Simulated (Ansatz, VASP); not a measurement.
# One calculation of AlN, two programs

POSCAR

```
AlN
1.0
    3.1110021516      0.0000000000      0.0000000000
   -1.5555010758      2.6942068945      0.0000000000
    0.0000000000      0.0000000000      4.9780000000
Al N
2 2
Direct
    0.3333333333      0.6666666667      0.0000000000
    0.6666666667      0.3333333333      0.5000000000
    0.1255513615      0.4439666204      0.3850000000
    0.6666666667      0.3333333333      0.8850000000
```

The input INCAR.step1:

```
SYSTEM = AlN
  ALGO = Normal
  EDIFF = 1E-4
  ENCUT = 520
  GGA = PE
  ISMEAR = 0
  LASPH = .TRUE.
  LCHARG = .FALSE.
  LREAL = .FALSE.
  LWAVE = .TRUE.
  NBANDS = 16
  NELM = 80
  PREC = Accurate
  SIGMA = 0.05
```

File INCAR.step2:

```
SYSTEM = AlN
  ALGO = Normal
  EDIFF = 1E-7
  ENCUT = 520
  ISIF = 2
  ISMEAR = 0
  ISTART = 1
  LASPH = .TRUE.
  LCHARG = .FALSE.
  LMIXTAU = .TRUE.
  LREAL = .FALSE.
  LWAVE = .FALSE.
  METAGGA = R2SCAN
  NBANDS = 16
  NELM = 80
  PREC = Accurate
  SIGMA = 0.05
```

The input KPOINTS:

```
k-points
0
G
  12 12 6
  0 0 0
```

Input for Ansatz:

```yaml
crystal:
  lattice:
    - [3.1110021516, 0.0, 0.0]
    - [-1.5555010758, 2.6942068945, 0.0]
    - [0.0, 0.0, 4.978]
  atoms:
    - { symbol: Al, position: [0.3333333333, 0.6666666667, 0.0] }
    - { symbol: Al, position: [0.6666666667, 0.3333333333, 0.5] }
    - { symbol: "N", position: [0.1255513615, 0.4439666204, 0.385] }
    - { symbol: "N", position: [0.6666666667, 0.3333333333, 0.885] }
basis:
  ecutwfc: 500
kpoints:
  mp_grid: { grid: [12, 12, 6] }
hamiltonian:
  xc: r2scan
scf:
  occupations: { method: gaussian, width: 0.05 }
output:
  forces: true
  stress: true
  eigenvalues: true
```

Alike in both runs: task single point; functional r2SCAN; k mesh 12 × 12 × 6; occupations gaussian, width 0.05 eV; no spin polarisation.

```csv
,VASP,Ansatz
version,VASP 6.6.1,Ansatz 0.2.0
potentials or method,"VASP PAW PBE potentials, release 64 (Al, N), cutoff 520 eV","scalar-relativistic, plane waves, PAW"
valence electrons in the cell,16,16
```

VASP gave:

```
gap on the k mesh at the Fermi level (eV) : 3.61
least direct gap on the mesh (eV)         : 3.61
rms of the force components (eV/Å)        : 9.462
```

Q: Estimate Ansatz's values.

A: gap on the k mesh at the Fermi level (eV): 3.61; least direct gap on the mesh (eV): 3.61; rms of the force components (eV/Å): 9.437.

VASP's potentials were made for PBE, not for r2SCAN. Atom by atom the forces differ by 0.026 eV/Å (rms over components). The functional is the same, so the differences come from potentials, cutoffs and numerics.
